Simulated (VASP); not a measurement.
Here is a VASP 6.6.1 calculation.

INCAR

```
SYSTEM = LiCl
PREC = Accurate
ENCUT = 750
EDIFF = 1E-6
ISMEAR = 0
SIGMA = 0.01
LREAL = .FALSE.
LASPH = .TRUE.
NELM = 120
ALGO = Normal
ISIF = 2
LWAVE = .FALSE.
LCHARG = .FALSE.
GGA = PS
NBANDS = 12
GGA_COMPAT = .FALSE.
```

The input KPOINTS:

```
Automatic mesh
0
G
  8 8 8
  0 0 0
```

File POSCAR:

```
LiCl
1.0
    0.0000000000      2.5647700000      2.5647700000
    2.5647700000      0.0000000000      2.5647700000
    2.5647700000      2.5647700000      0.0000000000
Li Cl
1 1
Direct
    0.0000000000      0.0000000000      0.0000000000
    0.5000000000      0.5000000000      0.5000000000
```

Potentials or basis: VASP PAW PBE potentials, release 64 (Li_sv, Cl).

Command:

```bash
$ cat potpaw_PBE.64/Li_sv/POTCAR potpaw_PBE.64/Cl/POTCAR > POTCAR
$ mpirun -np 1 vasp_std > vasp.out
```

Estimate the pressure.

-1.3 GPa.

What does it give for the band gap on the k mesh?

6.13 eV.

Caveat: the PAW data sets were made with another functional, which shifts forces and pressure a little. A k mesh can miss the band edges.
